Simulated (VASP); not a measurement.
# CuSi16 (a cell with a defect) in VASP: notebook

The runs below take CuSi16 (a cell with a defect) through single point, with PBE.

Everything below comes from runs of VASP 6.6.1. Logs are shortened: lines on timing, memory, paths and dates and some standing lists are left out, and cuts for length are marked.

### 1 The cell of the first run

The cell holds a defect, 17 atoms: a = 7.679 Å, b = 7.679 Å, c = 7.679 Å, α = 60.00°, β = 60.00°, γ = 60.00°.

### 2 Single point, PBE

File INCAR:

```
PREC     = Accurate       # precision mode
ENCUT    = 520            # plane-wave cutoff, eV
EDIFF    = 1E-6           # SCF threshold, eV
ISMEAR   = 0              # smearing method
SIGMA    = 0.05           # smearing width, eV
LREAL    = Auto         
LASPH    = True           # aspherical terms in the spheres
NELM     = 60             # most SCF steps
ALGO     = Normal         # electronic algorithm
ISIF     = 2              # what is computed and relaxed
LWAVE    = False          # write WAVECAR
LCHARG   = False          # write CHGCAR
GGA      = PE             # functional
NBANDS   = 52             # bands
NELECT   = 74.0
```

File KPOINTS:

```
regular mesh
0
Gamma
  2 2 2
```

File POSCAR:

```
CuSi16
1.0
    0.0000000000      5.4300000000      5.4300000000
    5.4300000000      0.0000000000      5.4300000000
    5.4300000000      5.4300000000      0.0000000000
Si Cu
16 1
Direct
    0.0069386950      0.0021273591     -0.0147589052
    0.1216716961      0.1294601648      0.1188826373
   -0.0074001370     -0.0004337626      0.5076940660
    0.1284571295      0.1327629037      0.6108066600
    0.0063146700      0.5054385401     -0.0147949428
    0.1288982605      0.6291790785      0.1118540320
    0.0042685408      0.5047212558      0.4852856753
    0.1280042958      0.6274223226      0.6107615734
    0.4898185803     -0.0117753909      0.0352061141
    0.6311857928      0.1307626578      0.1197408925
    0.5008389712      0.0004619784      0.5074059716
    0.6125835913      0.1118347478      0.6637565243
    0.5018530667      0.5063284663     -0.0141339708
    0.6303250638      0.6199180187      0.1193411455
    0.5002884399      0.4916991519      0.5075191877
    0.6322972610      0.6280780568      0.6114424539
    0.7389083823      0.2358533511      0.2923495852
```

Potentials or basis: VASP PAW PBE potentials, release 64 (Si, Cu).

Run with:

```
$ cat potpaw_PBE.64/Si/POTCAR potpaw_PBE.64/Cu/POTCAR > POTCAR
$ mpirun -np 1 vasp_std > vasp.out
```

OUTCAR:

```text
PREC = Accurate
   ENCUT = 520
   EDIFF = 1E-6
   ISMEAR = 0
   LREAL = Auto
   LASPH = True
   NELM = 60
   ISIF = 2
   GGA = PE
   NELECT = 74.0

 ion  position               nearest neighbor table
   1  0.007  0.002  0.985-   6 2.34   4 2.35   2 2.36  10 2.36  17 2.95
   2  0.122  0.129  0.119-   9 2.32   1 2.36   5 2.36  17 2.42   3 2.44
   3  0.993  1.000  0.508-   8 2.34   4 2.34  12 2.39   2 2.44  17 2.55
   4  0.128  0.133  0.611-   7 2.33   3 2.34  11 2.34   1 2.35
   5  0.006  0.505  0.985-   6 2.34   8 2.35   2 2.36  14 2.36  17 2.93
   6  0.129  0.629  0.112-   1 2.34  13 2.34   5 2.34   7 2.34
   7  0.004  0.505  0.485-   8 2.33   4 2.33  16 2.33   6 2.34
   8  0.128  0.627  0.611-   7 2.33   3 2.34  15 2.34   5 2.35
   9  0.490  0.988  0.035-   2 2.32  14 2.32  10 2.32  12 2.33
  10  0.631  0.131  0.120-   9 2.32  13 2.36   1 2.36  11 2.43  17 2.43
  11  0.501  0.000  0.507-  16 2.34   4 2.34  12 2.39  10 2.43  17 2.58
  12  0.613  0.112  0.664-  17 2.33   9 2.33  11 2.39  15 2.39   3 2.39
  13  0.502  0.506  0.986-   6 2.34  16 2.35  14 2.36  10 2.36  17 2.96
  14  0.630  0.620  0.119-   9 2.32  13 2.36   5 2.36  17 2.43  15 2.43
  15  0.500  0.492  0.508-  16 2.34   8 2.34  12 2.39  14 2.43  17 2.56
  16  0.632  0.628  0.611-   7 2.33  15 2.34  11 2.34  13 2.35
  17  0.739  0.236  0.292-  12 2.33   2 2.42  14 2.43  10 2.43   3 2.55  15 2.56  11 2.58   5 2.93
                             1 2.95  13 2.96

  LATTYP: Found a face centered cubic cell.
 ALAT       =    10.8600000000

  Lattice vectors:

 A1 = (   0.0000000000,   5.4300000000,   5.4300000000)
 A2 = (   5.4300000000,   0.0000000000,   5.4300000000)
 A3 = (   5.4300000000,   5.4300000000,   0.0000000000)

Analysis of symmetry for initial positions (statically):
=====================================================================
 Subroutine PRICEL returns:
 Original cell was already a primitive cell.

 Routine SETGRP: Setting up the symmetry group for a
 face centered cubic supercell.

 Subroutine GETGRP returns: Found  1 space group operations
 (whereof  1 operations were pure point group operations)
 out of a pool of 48 trial point group operations.

The static configuration has the point symmetry C_1 .

Analysis of symmetry for dynamics (positions and initial velocities):
=====================================================================
 Subroutine PRICEL returns:
 Original cell was already a primitive cell.

 Routine SETGRP: Setting up the symmetry group for a
 face centered cubic supercell.

 Subroutine GETGRP returns: Found  1 space group operations
 (whereof  1 operations were pure point group operations)
 out of a pool of 48 trial point group operations.

The dynamic configuration has the point symmetry C_1 .

 Subroutine INISYM returns: Found  1 space group operations
 (whereof  1 operations are pure point group operations),
 and found     1 'primitive' translations

----------------------------------------------------------------------------------------

                                     Primitive cell

  volume of cell :     320.2060

  direct lattice vectors                    reciprocal lattice vectors
     0.000000000  5.430000000  5.430000000    -0.092081031  0.092081031  0.092081031
     5.430000000  0.000000000  5.430000000     0.092081031 -0.092081031  0.092081031
     5.430000000  5.430000000  0.000000000     0.092081031  0.092081031 -0.092081031

  length of vectors
     7.679179644  7.679179644  7.679179644     0.159489025  0.159489025  0.159489025

  position of ions in fractional coordinates (direct lattice)
     0.006938695  0.002127359  0.985241095
     0.121671696  0.129460165  0.118882637
     0.992599863  0.999566237  0.507694066
     0.128457129  0.132762904  0.610806660
     0.006314670  0.505438540  0.985205057
     0.128898261  0.629179079  0.111854032
[... 9 lines left out ...]
     0.632297261  0.628078057  0.611442454
     0.738908382  0.235853351  0.292349585

  ion indices of the primitive-cell ions
   primitive index   ion index
                 1           1
                 2           2
                 3           3
                 4           4
                 5           5
                 6           6
[... 9 lines left out ...]
                16          16
                17          17

----------------------------------------------------------------------------------------

 KPOINTS: regular mesh

Automatic generation of k-mesh.
 Grid dimensions read from file:
 generate k-points for:    2    2    2

 Generating k-lattice:

  Cartesian coordinates                     Fractional coordinates (reciprocal lattice)
    -0.046040516  0.046040516  0.046040516     0.500000000  0.000000000  0.000000000
     0.046040516 -0.046040516  0.046040516     0.000000000  0.500000000  0.000000000
     0.046040516  0.046040516 -0.046040516     0.000000000  0.000000000  0.500000000

  Length of vectors
     0.079744512  0.079744512  0.079744512

  Shift w.r.t. Gamma in fractional coordinates (k-lattice)
     0.000000000  0.000000000  0.000000000

 Subroutine IBZKPT returns following result:
 ===========================================

 Found      8 irreducible k-points:

 Following reciprocal coordinates:
            Coordinates               Weight
  0.000000  0.000000  0.000000      1.000000
  0.500000  0.000000  0.000000      1.000000
  0.000000  0.500000  0.000000      1.000000
  0.000000  0.000000  0.500000      1.000000
  0.500000  0.500000  0.500000      1.000000
  0.500000  0.500000  0.000000      1.000000
  0.000000  0.500000  0.500000      1.000000
  0.500000  0.000000  0.500000      1.000000
   k-points           NKPTS =      8   k-points in BZ     NKDIM =      8   number of bands    NBANDS=     52
   number of dos      NEDOS =    301   number of ions     NIONS =     17
   total plane-waves  NPLWV = 216000
   dimension x,y,z NGX =    60 NGY =   60 NGZ =   60
   dimension x,y,z NGXF=   120 NGYF=  120 NGZF=  120
   ions per type =              16   1
   NGX,Y,Z   is equivalent  to a cutoff of  12.99, 12.99, 12.99 a.u.
   NGXF,Y,Z  is equivalent  to a cutoff of  25.98, 25.98, 25.98 a.u.
 SYSTEM =  unknown system
   PREC   = accura    normal or accurate (medium, high low for compatibility)
   ISTART =      0    job   : 0-new  1-cont  2-samecut
   ICHARG =      2    charge: 1-file 2-atom 10-const
   ISPIN  =      1    spin polarized calculation?
   LNONCOLLINEAR =      F non collinear calculations
   LSORBIT =      F    spin-orbit coupling
   LASPH  =      T    aspherical Exc in radial PAW
   ENCUT  =  520.0 eV  38.22 Ry    6.18 a.u.  14.28 14.28 14.28*2*pi/ulx,y,z
   NELM   =     60;   NELMIN=  2; NELMDL= -5     # of ELM steps
   EDIFF  = 0.1E-05   stopping-criterion for ELM
   LREAL  =      T    real-space projection
   EDIFFG = 0.1E-04   stopping-criterion for IOM
   NSW    =      0    number of steps for IOM
   IBRION =     -1    ionic relax: 0-MD 1-quasi-New 2-CG
   NFREE  =      0    steps in history (QN), initial steepest desc. (CG)
   ISIF   =      2    stress and relaxation
   ISYM   =      2    0-nonsym 1-usesym 2-fastsym
   POTIM  = 0.5000    time-step for ionic-motion
   TEBEG  =    0.0;   TEEND  =   0.0 temperature during run
   PSTRESS=    0.0 pullay stress
   NELECT =      74.0000    total number of electrons
   NUPDOWN=      -1.0000    fix difference up-down
   EMIN   =  10.00;   EMAX   =-10.00  energy-range for DOS
   EFERMI =   0.00;   METHOD = LEGACY
   ISMEAR =     0;   SIGMA  =   0.05  broadening in eV -4-tet -1-fermi 0-gaus
   EFERMI_NEDOS =   21; number of points for ismear=-14 and -15
   IALGO  =     38    algorithm
   IMIX   =      4    mixing-type and parameters
     AMIX     =   0.40;   BMIX     =  1.00
     AMIX_MAG =   1.60;   BMIX_MAG =  1.00
  volume/ion in A,a.u.               =      18.84       127.11
  Fermi-wavevector in a.u.,A,eV,Ry     =   1.004636  1.898488 13.732283  1.009294
  Thomas-Fermi vector in A             =   2.137265
   LORBIT       =      0    0 simple, 1 ext, 2 COOP (PROOUT), +10 PAW based schemes
   GGA     = PE    functional components
   LHFCALC =     F    Hartree Fock is set to
   AEXX    =    0.0000 exact exchange contribution
   IVDW    =     0    specifies the selected vdW correction
   LEPSILON=     F    determine dielectric tensor
   LRPA    =     F    only Hartree local field effects (RPA)
 non-spin polarized calculation
 Gauss-broadening in eV      SIGMA  =   0.05
  energy-cutoff  :      520.00
  volume of cell :      320.21
 maximum number of plane-waves:      8646
 NGX is ok and might be reduce to    60
   NGX = 29   NGY = 29   NGZ = 29

 number of electron      74.0000001 magnetization

 Free energy of the ion-electron system (eV)
  ---------------------------------------------------
  ext. energy  EPLUGINS =         0.00000000
  ---------------------------------------------------
  free energy    TOTEN  =       -94.22043000 eV

  energy without entropy =      -94.22042999  energy(sigma->0) =      -94.22043000

 E-fermi :   6.3806     XC(G=0):  -9.6084

 val. band max:        6.1975897552   @ k =   0.0000   0.0000   0.0000
 cond. band min:       6.5616984074   @ k =   0.0000   0.0000   0.0000
 fundamental gap:      0.3641086523
 Fermi energy:         6.3805766955

 k-point     1 :       0.0000    0.0000    0.0000
  band No.  band energies     occupation
      1      -5.8942      2.00000
      2      -3.5490      2.00000
      3      -3.5042      2.00000
      4      -3.4711      2.00000
      5      -3.4704      2.00000
      6      -2.0433      2.00000
[... 41 lines left out ...]
     48       8.4532      0.00000
     49       8.7569      0.00000

 k-point     2 :       0.5000    0.0000    0.0000
  band No.  band energies     occupation
      1      -5.2245      2.00000
      2      -4.9342      2.00000
      3      -3.2963      2.00000
      4      -3.2642      2.00000
      5      -3.1629      2.00000
      6      -3.0392      2.00000
[... 41 lines left out ...]
     48       9.7978      0.00000
     49       9.9370      0.00000

 k-point     3 :       0.0000    0.5000    0.0000
  band No.  band energies     occupation
      1      -5.2255      2.00000
      2      -4.9331      2.00000
      3      -3.2964      2.00000
      4      -3.2627      2.00000
      5      -3.1635      2.00000
      6      -3.0396      2.00000
[... 41 lines left out ...]
     48       9.7986      0.00000
     49       9.9309      0.00000

 k-point     4 :       0.0000    0.0000    0.5000
  band No.  band energies     occupation
      1      -5.1851      2.00000
      2      -4.9860      2.00000
      3      -3.3325      2.00000
      4      -3.1799      2.00000
      5      -3.1771      2.00000
      6      -3.0374      2.00000
[... 41 lines left out ...]
     48       9.7732      0.00000
     49       9.7849      0.00000

 k-point     5 :       0.5000    0.5000    0.5000
  band No.  band energies     occupation
      1      -5.2271      2.00000
      2      -4.9313      2.00000
      3      -3.2957      2.00000
      4      -3.2620      2.00000
      5      -3.1645      2.00000
      6      -3.0404      2.00000
[... 41 lines left out ...]
     48       9.7998      0.00000
     49       9.9256      0.00000

 k-point     6 :       0.5000    0.5000    0.0000
  band No.  band energies     occupation
      1      -4.9298      2.00000
      2      -4.7238      2.00000
      3      -3.8693      2.00000
      4      -3.7764      2.00000
      5      -3.7475      2.00000
      6      -3.7362      2.00000
[... 41 lines left out ...]
     48      10.4996      0.00000
     49      10.5101      0.00000

 k-point     7 :       0.0000    0.5000    0.5000
  band No.  band energies     occupation
      1      -4.9304      2.00000
      2      -4.7230      2.00000
      3      -3.8691      2.00000
      4      -3.7767      2.00000
      5      -3.7470      2.00000
      6      -3.7368      2.00000
[... 41 lines left out ...]
     48      10.5024      0.00000
     49      10.5069      0.00000

 k-point     8 :       0.5000    0.0000    0.5000
  band No.  band energies     occupation
      1      -4.9306      2.00000
      2      -4.7228      2.00000
      3      -3.8696      2.00000
      4      -3.7761      2.00000
      5      -3.7467      2.00000
      6      -3.7374      2.00000
[... 41 lines left out ...]
     48      10.5029      0.00000
     49      10.5041      0.00000
 [bands above 49 left out]

------------------------ aborting loop because EDIFF is reached ----------------------------------------

  FORCE on cell =-STRESS in cart. coord.  units (eV):
  Direction    XX          YY          ZZ          XY          YZ          ZX
  --------------------------------------------------------------------------------------
  -------------------------------------------------------------------------------------
  Total       -1.8098852     -1.7745468     -1.8637524      0.1785731     -0.2146290     -0.2440168
  in kB       -9.0559108     -8.8790918     -9.3254395      0.8935054     -1.0739141     -1.2209580
  external PRESSURE =      -9.0868140 kB  Pullay stress =       0.0000000 kB

 VOLUME and BASIS-vectors are now :
 -----------------------------------------------------------------------------
  energy-cutoff  :      520.00
  volume of cell :      320.21
      direct lattice vectors                 reciprocal lattice vectors
     0.000000000  5.430000000  5.430000000    -0.092081031  0.092081031  0.092081031
     5.430000000  0.000000000  5.430000000     0.092081031 -0.092081031  0.092081031
     5.430000000  5.430000000  0.000000000     0.092081031  0.092081031 -0.092081031

 POSITION                                       TOTAL-FORCE (eV/Angst)
 -----------------------------------------------------------------------------------
      5.36141      5.38754      0.04923         0.003221      0.003849     -0.003451
      1.34850      1.30621      1.36365         0.001372      0.012365      0.001535
      8.18442      8.14660     10.81746        -0.008599     -0.003413      0.009213
      4.03758      4.01420      1.41842         0.004426      0.003598      0.000224
      8.09419      5.38395      2.77882         0.004101      0.004132     -0.003429
      4.02381      1.30728      4.11636        -0.002548      0.000024      0.001678
[... 9 lines left out ...]
      6.73060      6.75351      6.84384        -0.002821      0.001944      0.004100
      2.86814      5.59973      5.29296        -0.002513     -0.012163     -0.002444
 -----------------------------------------------------------------------------------
    total drift:                                0.002380      0.002929     -0.000904

  FREE ENERGIE OF THE ION-ELECTRON SYSTEM (eV)
  ---------------------------------------------------
  free  energy   TOTEN  =       -94.2204300044 eV

  energy  without entropy=      -94.2204299902  energy(sigma->0) =      -94.22043000
```

It took 3.2 min on 1 thread of Intel Xeon 6975P-C (Granite Rapids), shared host; peak memory 0.48 GiB.

What came out:

```yaml
Free_energy: -94.2204 eV
Largest_force: 0.013 eV/Å
```

Forces in eV/Å, atoms in the order of the input:
```
Si   0.003  0.004 -0.003
Si   0.001  0.012  0.002
Si  -0.009 -0.003  0.009
Si   0.004  0.004  0.000
Si   0.004  0.004 -0.003
Si  -0.003  0.000  0.002
Si   0.000  0.004  0.001
Si   0.000  0.003 -0.005
Si  -0.006 -0.003  0.006
Si  -0.003 -0.004 -0.007
Si   0.001 -0.002 -0.004
Si   0.002 -0.002  0.001
Si  -0.001 -0.001  0.000
Si   0.009 -0.002  0.002
Si   0.001 -0.003 -0.001
Si  -0.003  0.002  0.004
Cu  -0.003 -0.012 -0.002
```

Levels at points of the mesh, in eV from the Fermi level:
| k point | band 35 | band 36 | band 37 | band 38 | band 39 | band 40 |
| --- | --- | --- | --- | --- | --- | --- |
| (0.00, 0.00, 0.00) | -0.65 | -0.19 | -0.18 | 0.18 | 0.61 | 0.61 |
| (0.50, 0.00, 0.00) | -0.84 | -0.76 | -0.68 | 0.59 | 1.09 | 1.29 |
| (0.00, 0.50, 0.00) | -0.84 | -0.76 | -0.67 | 0.59 | 1.09 | 1.28 |
| (0.00, 0.00, 0.50) | -0.91 | -0.72 | -0.72 | 0.42 | 1.26 | 1.34 |
| (0.50, 0.50, 0.50) | -0.84 | -0.76 | -0.66 | 0.59 | 1.08 | 1.28 |
| (0.50, 0.50, 0.00) | -1.44 | -1.40 | -0.96 | 0.67 | 1.06 | 2.03 |
| (0.00, 0.50, 0.50) | -1.43 | -1.41 | -0.95 | 0.67 | 1.06 | 2.03 |
| (0.50, 0.00, 0.50) | -1.43 | -1.41 | -0.95 | 0.67 | 1.06 | 2.03 |

Caveat: the k points lie up to 0.50 Å⁻¹ apart; the cell carries a net charge on a neutralising background, which shifts energy and pressure; the cell is charged against a uniform background, so pressure and absolute levels hang on convention.

(Part 1 of 2 ends here.)
